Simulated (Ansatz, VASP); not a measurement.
# One calculation of TiSn2Te3, two programs

```
Ti Sn Te
1.0
     5.41484    0.00000    0.00000
     0.00000    5.41484    0.00000
     0.00000    0.00000    7.27074
Ti Sn Te
1 2 3
Direct
  0.50000 0.50000 0.52184
  0.50000 0.00000 0.92900
  0.00000 0.50000 0.92900
  0.50000 0.50000 0.15623
  0.50000 0.00000 0.53195
  0.00000 0.50000 0.53195
```

Alike in both runs: task relaxation of cell and atoms; functional PBE; k mesh 4 × 4 × 4; occupations gaussian, width 0.1 eV; no spin polarisation.

|  | VASP | Ansatz |
| --- | --- | --- |
| version | VASP 6.6.1 | Ansatz 0.2.0 |
| potentials or method | VASP PAW PBE potentials, release 64 (Ti_sv, Sn_d, Te), cutoff 600 eV | scalar-relativistic, plane waves, PAW |
| valence electrons in the cell | 58 | 88 |

```csv
,VASP,Ansatz,Ansatz less VASP
"gap on the k mesh at the Fermi level, each at its own relaxed structure (eV)",none,none,-
relaxed volume (Å³/atom),36.27,36.28,+0.013
relaxed length of the cell vector where the two differ most in proportion (Å),7.389,7.369,-0.0197
```

A gap of «none» marks a metal or a gap that the smearing closes. VASP's potentials hold 58 valence electrons a cell and Ansatz's 88, so a difference there can come from the potentials and not from the codes.

Spin-orbit coupling is off throughout.
